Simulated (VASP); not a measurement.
**Si: single point with PBE**

Crystal: Si.

```
CELL_PARAMETERS angstrom
0.00000 5.61251 5.61251
5.61251 0.00000 5.61251
5.61251 5.61251 0.00000
ATOMIC_POSITIONS crystal
Si 0.95455 0.05960 0.98904
Si 0.12116 0.08681 0.15811
Si 0.99767 0.93850 0.51103
Si 0.11397 0.11434 0.64854
Si 0.00804 0.45095 0.98914
Si 0.12234 0.58768 0.12494
Si 0.04289 0.46404 0.48100
Si 0.13669 0.62711 0.56856
Si 0.45963 0.96526 0.03196
Si 0.59327 0.12965 0.09829
Si 0.55986 0.03216 0.42127
Si 0.66919 0.15083 0.53433
Si 0.55354 0.55402 0.98121
Si 0.63462 0.62797 0.19610
Si 0.49640 0.52129 0.52179
Si 0.50755 0.71657 0.62896
```

```json
{
  "Program": "VASP 6.6.1",
  "Task": "single point",
  "Functional": "PBE",
  "Potentials or basis": "VASP PAW PBE potentials, release 64 (Si)",
  "Cutoff": "520 eV",
  "k mesh": "2 × 2 × 2",
  "Occupations": "fermi-dirac, width 0.36 eV",
  "Spin": "no spin polarisation"
}
```

```yaml
Pressure: 0.6 GPa
Largest_force: 5.153 eV/Å
Band_gap_on_the_k_mesh: zero (band 32 reaches 5.11 eV, above the bottom of band 33 at 5.00 eV)
```

Forces on the atoms (eV/Å):
```
Si   0.053  1.218 -1.216
Si   0.496 -1.642 -0.760
Si   3.877 -1.237  3.160
Si  -2.110 -0.377  0.113
Si   1.027 -0.235  0.767
Si  -0.142 -0.356  0.955
Si  -0.344 -0.940 -0.424
Si  -2.052  3.838 -2.474
Si  -1.356  0.450  2.020
Si  -0.292 -1.316  1.469
Si   0.685  0.096 -1.874
Si   2.032  0.481 -0.245
Si  -0.573 -0.887 -1.308
Si  -2.842 -1.630  1.967
Si  -0.664  0.528 -3.316
Si   2.204  2.010  1.167
```

Stress tensor (GPa, compression positive):
```
 1.50  0.82 -0.01
 0.82 -0.05 -2.09
-0.01 -2.09  0.46
```

Levels at points of the mesh, in eV from the Fermi level:
```
           k point  band 28  band 29  band 30  band 31  band 32  band 33  band 34  band 35  band 36  band 37
(0.00, 0.00, 0.00)    -0.90    -0.60    -0.51    -0.32    -0.11     0.01     0.10     0.23     0.42     0.64
(0.50, 0.00, 0.00)    -1.44    -1.00    -0.86    -0.47    -0.16    -0.04     0.39     0.52     0.78     1.05
(0.00, 0.50, 0.00)    -1.66    -0.95    -0.74    -0.58    -0.01     0.40     0.51     0.78     0.96     1.10
(0.00, 0.00, 0.50)    -1.39    -1.28    -0.54    -0.29     0.06     0.19     0.49     0.82     0.86     1.20
(0.50, 0.50, 0.50)    -1.51    -1.09    -0.53    -0.41    -0.02     0.38     0.57     0.81     1.03     1.10
(0.50, 0.50, 0.00)    -1.58    -1.49    -1.16    -0.34    -0.04     0.36     0.46     1.09     1.23     1.59
(0.00, 0.50, 0.50)    -1.31    -1.19    -0.84    -0.73    -0.33     0.30     0.51     1.28     1.44     1.55
(0.50, 0.00, 0.50)    -1.55    -1.09    -0.74    -0.56    -0.04     0.20     0.41     1.05     1.36     1.50
```

It took 3.3 min on 1 thread of Intel(R) Xeon(R) Platinum 8259CL CPU @ 2.50GHz (Skylake/Cascade Lake), with other jobs on the host, peak memory 0.47 GiB.

Caveat: the k points lie up to 0.48 Å⁻¹ apart; forces of over 1 eV/Å act on the atoms, so gaps and moduli don't describe the material at rest.
